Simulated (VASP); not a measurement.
GaN, 2 atoms in the cell. Symmetry: F-43m, No. 216, cubic system. Conventional cell: a = 4.507 Å, b = 4.507 Å, c = 4.507 Å, α = 90.00°, β = 90.00°, γ = 90.00°. Within 2.6 Å of Ga (site symmetry -43m) lie 4 N at 1.95 Å. Within 2.6 Å of N (site symmetry -43m) lie 4 Ga at 1.95 Å. 

```yaml
Program: VASP 6.6.1
Task: relaxation of the atoms
Functional: PBEsol
Potentials_or_basis: VASP PAW PBE potentials, release 64 (Ga_d, N)
Cutoff: 520 eV
k_mesh: 5 × 5 × 5
Occupations: gaussian, width 0.01 eV
Spin: no spin polarisation
Dipole_correction: no
Further_INCAR_settings: ALGO = Normal; EDIFF = 1e-07; IBRION = 2; EDIFFG = -0.02; NSW = 80
```

Potentials or basis: VASP PAW PBE potentials, release 64 (Ga_d, N).

The run is started by

```sh
$ cat potpaw_PBE.64/Ga_d/POTCAR potpaw_PBE.64/N/POTCAR > POTCAR
$ mpirun -np 1 vasp_std > vasp.out
```

Hardware: 1 thread of Intel(R) Xeon(R) Platinum 8375C CPU @ 2.90GHz (Ice Lake), on a shared host.

**Question.** Estimate the wall time of this run.

**Answer.** Wall time 6.6 s on 1 thread of Intel(R) Xeon(R) Platinum 8375C CPU @ 2.90GHz (Ice Lake), with other jobs on the host, peak memory 0.13 GiB. Counts: scf iterations 14, k points 10, ion steps 1.
